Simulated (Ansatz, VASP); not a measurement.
# Be: VASP beside Ansatz

INCAR

```
SYSTEM = Be
PREC = Accurate
ENCUT = 520
EDIFF = 1E-6
ISMEAR = -1
SIGMA = 0.1
LREAL = .False.
LASPH = .True.
NELM = 80
ALGO = Normal
ISIF = 2
LWAVE = .False.
LCHARG = .False.
GGA = PS
NBANDS = 10
```

KPOINTS

```
Automatic mesh
0
Gamma
  12 12 16
  0 0 0
```

File POSCAR:

```
Be
1.0
    3.4632203446      0.0000000000      0.0000000000
   -1.7316101723      2.9992367973      0.0000000000
    0.0000000000      0.0000000000      2.1235456498
Be
3
Direct
    1.0000000000      1.0000000000      1.0000000000
    0.3333333333      0.6666666667      0.5000000000
    0.6666666667      0.3333333333      0.5000000000
```

Input for Ansatz:

```yaml
crystal:
  lattice:
    - [3.4632203446, 0.0, 0.0]
    - [-1.7316101723, 2.9992367973, 0.0]
    - [0.0, 0.0, 2.1235456498]
  atoms:
    - { symbol: Be, position: [1.0, 1.0, 1.0] }
    - { symbol: Be, position: [0.3333333333, 0.6666666667, 0.5] }
    - { symbol: Be, position: [0.6666666667, 0.3333333333, 0.5] }
hamiltonian:
  xc: pbesol
  pseudopotentials:
    kind: paw
    azcp:
      Be: "pseudopotentials/Be.paw.azcp"
basis:
  ecutwfc: 420
  fft_grid_basis: typed
kpoints:
  mp_grid: { grid: [12, 12, 16], shift: [0, 0, 0] }
magnetization:
  spin_polarized: false
scf:
  occupations: { method: fermi_dirac, width: 0.1 }
  lower_state_search: "off"
output:
  stress: true
```

Alike in both runs: task single point; functional PBEsol; k mesh 12 × 12 × 16; occupations fermi-dirac, width 0.1 eV; no spin polarisation.

|  | VASP | Ansatz |
| --- | --- | --- |
| version | VASP 6.6.1 | Ansatz 0.2.0 |
| potentials or method | VASP PAW PBE potentials, release 64 (Be), cutoff 520 eV | plane waves (420 eV) with PAW, scalar-relativistic |
| valence electrons in the cell | 6 | 6 |

|  | VASP | Ansatz | Ansatz less VASP |
| --- | --- | --- | --- |
| pressure (GPa) | 11.6 | 11.2 | -0.43 |
| traceless stress, the component that is largest in VASP (GPa) | -1.79 | -1.71 | +0.077 |

VASP's potentials were made for PBE, not for PBEsol, and Ansatz warns of the same on its side.
